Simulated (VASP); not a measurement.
# Tl (Im-3m) in VASP: a series of runs

Runs on Tl. Level: PBEsol. Tasks: single point.

Everything below comes from runs of VASP 6.6.1. Logs are shortened: lines on timing, memory, paths and dates and some standing lists are left out, and cuts for length are marked.

## Step 1: The cell of the first run

The structure is cubic, space group Im-3m (No. 229). Conventional cell: a = 3.853 Å, b = 3.853 Å, c = 3.853 Å, α = 90.00°, β = 90.00°, γ = 90.00°. Tl (site symmetry m-3m) has 14 Tl at 3.34 to 3.85 Å within 4.4 Å.

## Step 2: Single point, PBEsol

INCAR reads:

```
ALGO     = Normal         # electronic algorithm
EDIFF    = 1E-6           # SCF threshold, eV
ENCUT    = 520            # plane-wave cutoff, eV
GGA      = PS             # functional
ISIF     = 2              # what is computed and relaxed
ISMEAR   = -1             # smearing method
LASPH    = True           # aspherical terms in the spheres
LCHARG   = False          # write CHGCAR
LREAL    = False          # projectors in reciprocal space
LWAVE    = False          # write WAVECAR
NBANDS   = 12             # bands
NELM     = 100            # most SCF steps
PREC     = Accurate       # precision mode
SIGMA    = 0.1            # smearing width, eV
```

KPOINTS reads:

```
k-points
0
Gamma
  12 12 12
```

POSCAR reads:

```
Tl
1.0
   -1.9265097842      1.9265097842      1.9265097842
    1.9265097842     -1.9265097842      1.9265097842
    1.9265097842      1.9265097842     -1.9265097842
Tl
1
Direct
    0.0000000000      0.0000000000      0.0000000000
```

Potentials or basis: VASP PAW PBE potentials, release 64 (Tl_d).

Run with:

```sh
$ cat potpaw_PBE.64/Tl_d/POTCAR > POTCAR
$ mpirun -np 1 vasp_std > vasp.out
```

OUTCAR:

```text
EDIFF = 1E-6
   ENCUT = 520
   GGA = PS
   ISIF = 2
   ISMEAR = -1
   LASPH = True
   LREAL = False
   NELM = 100
   PREC = Accurate

 ion  position               nearest neighbor table
   1  0.000  0.000  0.000-

  LATTYP: Found a body centered cubic cell.
 ALAT       =     3.8530195684

  Lattice vectors:

 A1 = (  -1.9265097842,   1.9265097842,   1.9265097842)
 A2 = (   1.9265097842,  -1.9265097842,   1.9265097842)
 A3 = (   1.9265097842,   1.9265097842,  -1.9265097842)

Analysis of symmetry for initial positions (statically):
=====================================================================
 Subroutine PRICEL returns:
 Original cell was already a primitive cell.

 Routine SETGRP: Setting up the symmetry group for a
 body centered cubic supercell.

 Subroutine GETGRP returns: Found 48 space group operations
 (whereof 48 operations were pure point group operations)
 out of a pool of 48 trial point group operations.

The static configuration has the point symmetry O_h .

Analysis of symmetry for dynamics (positions and initial velocities):
=====================================================================
 Subroutine PRICEL returns:
 Original cell was already a primitive cell.

 Routine SETGRP: Setting up the symmetry group for a
 body centered cubic supercell.

 Subroutine GETGRP returns: Found 48 space group operations
 (whereof 48 operations were pure point group operations)
 out of a pool of 48 trial point group operations.

The dynamic configuration has the point symmetry O_h .

 Subroutine INISYM returns: Found 48 space group operations
 (whereof 48 operations are pure point group operations),
 and found     1 'primitive' translations

----------------------------------------------------------------------------------------

                                     Primitive cell

  volume of cell :      28.6005

  direct lattice vectors                    reciprocal lattice vectors
    -1.926509784  1.926509784  1.926509784     0.000000000  0.259536704  0.259536704
     1.926509784 -1.926509784  1.926509784     0.259536704  0.000000000  0.259536704
     1.926509784  1.926509784 -1.926509784     0.259536704  0.259536704  0.000000000

  length of vectors
     3.336812828  3.336812828  3.336812828     0.367040327  0.367040327  0.367040327

  position of ions in fractional coordinates (direct lattice)
     0.000000000  0.000000000  0.000000000

  ion indices of the primitive-cell ions
   primitive index   ion index
                 1           1

----------------------------------------------------------------------------------------

 KPOINTS: k-points

Automatic generation of k-mesh.
 Grid dimensions read from file:
 generate k-points for:   12   12   12

 Generating k-lattice:

  Cartesian coordinates                     Fractional coordinates (reciprocal lattice)
     0.000000000  0.021628059  0.021628059     0.083333333  0.000000000  0.000000000
     0.021628059  0.000000000  0.021628059     0.000000000  0.083333333  0.000000000
     0.021628059  0.021628059  0.000000000     0.000000000  0.000000000  0.083333333

  Length of vectors
     0.030586694  0.030586694  0.030586694

  Shift w.r.t. Gamma in fractional coordinates (k-lattice)
     0.000000000  0.000000000  0.000000000

 Subroutine IBZKPT returns following result:
 ===========================================

 Found     72 irreducible k-points:

 Following reciprocal coordinates:
            Coordinates               Weight
  0.000000  0.000000  0.000000      1.000000
  0.083333  0.000000  0.000000     12.000000
  0.166667  0.000000  0.000000     12.000000
  0.250000  0.000000  0.000000     12.000000
  0.333333  0.000000  0.000000     12.000000
  0.416667  0.000000  0.000000     12.000000
[... 16 lines left out ...]
  0.333333  0.083333  0.083333     24.000000
  0.416667  0.083333  0.083333     12.000000
 [... further k-points ...]
   k-points           NKPTS =     72   k-points in BZ     NKDIM =     72   number of bands    NBANDS=     12
   number of dos      NEDOS =    301   number of ions     NIONS =      1
   total plane-waves  NPLWV =  21952
   dimension x,y,z NGX =    28 NGY =   28 NGZ =   28
   dimension x,y,z NGXF=    56 NGYF=   56 NGZF=   56
   ions per type =               1
   NGX,Y,Z   is equivalent  to a cutoff of  13.95, 13.95, 13.95 a.u.
   NGXF,Y,Z  is equivalent  to a cutoff of  27.90, 27.90, 27.90 a.u.
 SYSTEM =  unknown system
   PREC   = accura    normal or accurate (medium, high low for compatibility)
   ISTART =      0    job   : 0-new  1-cont  2-samecut
   ICHARG =      2    charge: 1-file 2-atom 10-const
   ISPIN  =      1    spin polarized calculation?
   LNONCOLLINEAR =      F non collinear calculations
   LSORBIT =      F    spin-orbit coupling
   LASPH  =      T    aspherical Exc in radial PAW
   ENCUT  =  520.0 eV  38.22 Ry    6.18 a.u.   6.20  6.20  6.20*2*pi/ulx,y,z
   NELM   =    100;   NELMIN=  2; NELMDL= -5     # of ELM steps
   EDIFF  = 0.1E-05   stopping-criterion for ELM
   LREAL  =      F    real-space projection
[... 7 lines left out ...]
   TEBEG  =    0.0;   TEEND  =   0.0 temperature during run
   PSTRESS=    0.0 pullay stress
   NELECT =      13.0000    total number of electrons
   NUPDOWN=      -1.0000    fix difference up-down
   EMIN   =  10.00;   EMAX   =-10.00  energy-range for DOS
   EFERMI =   0.00;   METHOD = LEGACY
   ISMEAR =    -1;   SIGMA  =   0.10  broadening in eV -4-tet -1-fermi 0-gaus
   EFERMI_NEDOS =   21; number of points for ismear=-14 and -15
   IALGO  =     38    algorithm
   IMIX   =      4    mixing-type and parameters
     AMIX     =   0.40;   BMIX     =  1.00
     AMIX_MAG =   1.60;   BMIX_MAG =  1.00
  volume/ion in A,a.u.               =      28.60       193.01
  Fermi-wavevector in a.u.,A,eV,Ry     =   1.258727  2.378648 21.556970  1.584393
  Thomas-Fermi vector in A             =   2.392322
   LORBIT       =      0    0 simple, 1 ext, 2 COOP (PROOUT), +10 PAW based schemes
   GGA     = PS    functional components
   LHFCALC =     F    Hartree Fock is set to
   AEXX    =    0.0000 exact exchange contribution
   IVDW    =     0    specifies the selected vdW correction
   LEPSILON=     F    determine dielectric tensor
   LRPA    =     F    only Hartree local field effects (RPA)
 non-spin polarized calculation
  energy-cutoff  :      520.00
  volume of cell :       28.60
 maximum number of plane-waves:       784
 NGX is ok and might be reduce to    28
   NGX = 13   NGY = 13   NGZ = 13

 number of electron      12.9999998 magnetization

 Free energy of the ion-electron system (eV)
  ---------------------------------------------------
  ext. energy  EPLUGINS =         0.00000000
  ---------------------------------------------------
  free energy    TOTEN  =        -2.63253667 eV

  energy without entropy =       -2.61406726  energy(sigma->0) =       -2.62330196

 E-fermi :   6.3378     XC(G=0): -10.3678

 val. band max:        6.2991173762   @ k =   0.5000   0.5000   0.3333
 cond. band min:       6.3528252938   @ k =  -0.4167   0.4167   0.2500
 fundamental gap:      0.0537079176
 Fermi energy:         6.3377969595

 k-point     1 :       0.0000    0.0000    0.0000
  band No.  band energies     occupation
      1      -5.2266      2.00000
      2      -5.2266      2.00000
      3      -5.2266      2.00000
      4      -4.7909      2.00000
      5      -4.7909      2.00000
      6      -3.6804      2.00000
      7      17.2247      0.00000
      8      17.2247      0.00000
      9      17.2247      0.00000
     10      18.7026      0.00000
     11      18.7026      0.00000
     12      18.7026      0.00000

 k-point     2 :       0.0833    0.0000    0.0000
  band No.  band energies     occupation
      1      -5.2393      2.00000
      2      -5.2181      2.00000
      3      -5.1820      2.00000
      4      -4.8047      2.00000
      5      -4.7910      2.00000
      6      -3.5221      2.00000
      7      15.6037      0.00000
      8      16.6457      0.00000
      9      16.8557      0.00000
     10      18.1853      0.00000
     11      18.5804      0.00000
     12      18.6858      0.00000

 k-point     3 :       0.1667    0.0000    0.0000
  band No.  band energies     occupation
      1      -5.2738      2.00000
      2      -5.2123      2.00000
      3      -5.0577      2.00000
      4      -4.8358      2.00000
      5      -4.7912      2.00000
      6      -3.0341      2.00000
      7      12.7511      0.00000
      8      15.4316      0.00000
      9      15.9311      0.00000
     10      17.5467      0.00000
     11      18.3130      0.00000
     12      19.0851      0.00000

 k-point     4 :       0.2500    0.0000    0.0000
  band No.  band energies     occupation
      1      -5.3206      2.00000
      2      -5.2426      2.00000
      3      -4.8815      2.00000
      4      -4.8536      2.00000
      5      -4.7909      2.00000
      6      -2.2061      2.00000
      7       9.8943      0.00000
      8      14.1692      0.00000
      9      14.9593      0.00000
     10      17.0458      0.00000
     11      18.0409      0.00000
     12      19.9193      0.00000

 k-point     5 :       0.3333    0.0000    0.0000
  band No.  band energies     occupation
      1      -5.3669      2.00000
      2      -5.3064      2.00000
      3      -4.8449      2.00000
      4      -4.7899      2.00000
      5      -4.6971      2.00000
      6      -1.0552      2.00000
      7       7.2521      0.00021
      8      13.1265      0.00000
      9      14.1867      0.00000
     10      16.7167      0.00000
     11      17.8308      0.00000
     12      21.0471      0.00000
[... 228 lines left out ...]
      1      -5.3040      2.00000
      2      -5.2523      2.00000
      3      -4.8849      2.00000
      4      -4.8309      2.00000
      5      -4.8018      2.00000
      6      -1.8635      2.00000
      7       9.6760      0.00000
      8      12.4057      0.00000
      9      13.1702      0.00000
     10      19.6347      0.00000
     11      19.8385      0.00000
     12      20.4662      0.00000

 k-point    22 :       0.2500    0.0833    0.0833
  band No.  band energies     occupation
      1      -5.3458      2.00000
      2      -5.2720      2.00000
      3      -4.8363      2.00000
      4      -4.7930      2.00000
      5      -4.7524      2.00000
      6      -0.7315      2.00000
      7       7.3443      0.00009
      8      11.2655      0.00000
      9      12.4693      0.00000
     10      19.2695      0.00000
     11      19.7326      0.00000
     12      21.6114      0.00000

 k-point    23 :       0.3333    0.0833    0.0833
  band No.  band energies     occupation
      1      -5.3742      2.00000
      2      -5.3052      2.00000
      3      -4.8187      2.00000
      4      -4.7884      2.00000
      5      -4.6517      2.00000
      6       0.6021      2.00000
      7       5.2345      1.99997
      8      10.5868      0.00000
      9      12.0352      0.00000
     10      18.9935      0.00000
     11      19.5792      0.00000
     12      22.8580      0.00000

 k-point    24 :       0.4167    0.0833    0.0833
  band No.  band energies     occupation
      1      -5.3843      2.00000
      2      -5.3204      2.00000
      3      -4.8106      2.00000
      4      -4.7870      2.00000
      5      -4.6117      2.00000
      6       1.5119      2.00000
      7       4.0592      2.00000
      8      10.3581      0.00000
      9      11.8882      0.00000
     10      18.8993      0.00000
     11      19.5195      0.00000
     12      23.0366      0.00000

 [... further k-points ...]
[... 5 lines left out ...]
  --------------------------------------------------------------------------------------
  -------------------------------------------------------------------------------------
  Total       -0.0109693     -0.0109693     -0.0109693     -0.0000000     -0.0000000      0.0000000
  in kB       -0.6144939     -0.6144939     -0.6144939     -0.0000000     -0.0000000      0.0000000
  external PRESSURE =      -0.6144939 kB  Pullay stress =       0.0000000 kB

 VOLUME and BASIS-vectors are now :
 -----------------------------------------------------------------------------
  energy-cutoff  :      520.00
  volume of cell :       28.60
      direct lattice vectors                 reciprocal lattice vectors
    -1.926509784  1.926509784  1.926509784     0.000000000  0.259536704  0.259536704
     1.926509784 -1.926509784  1.926509784     0.259536704  0.000000000  0.259536704
     1.926509784  1.926509784 -1.926509784     0.259536704  0.259536704  0.000000000

 POSITION                                       TOTAL-FORCE (eV/Angst)
 -----------------------------------------------------------------------------------
      0.00000      0.00000      0.00000         0.000000      0.000000      0.000000
 -----------------------------------------------------------------------------------
    total drift:                               -0.000000     -0.000000     -0.000000

  FREE ENERGIE OF THE ION-ELECTRON SYSTEM (eV)
  ---------------------------------------------------
  free  energy   TOTEN  =        -2.6325366671 eV

  energy  without entropy=       -2.6140672612  energy(sigma->0) =       -2.62330196
```

It took 16 s on 1 thread of Intel Xeon Platinum 8488C (Sapphire Rapids), shared host; peak memory 0.17 GiB.

Results:

* Free energy: -2.6325 eV
* Pressure: -0.1 GPa

Levels at points of the mesh, in eV from the Fermi level:
```
           k point  band 4  band 5  band 6  band 7  band 8  band 9
(0.00, 0.00, 0.00)  -11.13  -11.13  -10.02   10.89   10.89   10.89
(0.50, 0.00, 0.00)  -11.13  -10.84   -4.97   -2.72    5.87    7.20
(0.50, 0.50, 0.50)  -10.91  -10.91   -1.53    1.46    1.46    1.46
```

Caveat: the PAW data sets were made with another functional, which shifts forces and pressure a little; spin-orbit coupling is left out, which moves the levels of the heavy elements.

(Part 1 of 2 ends here.)
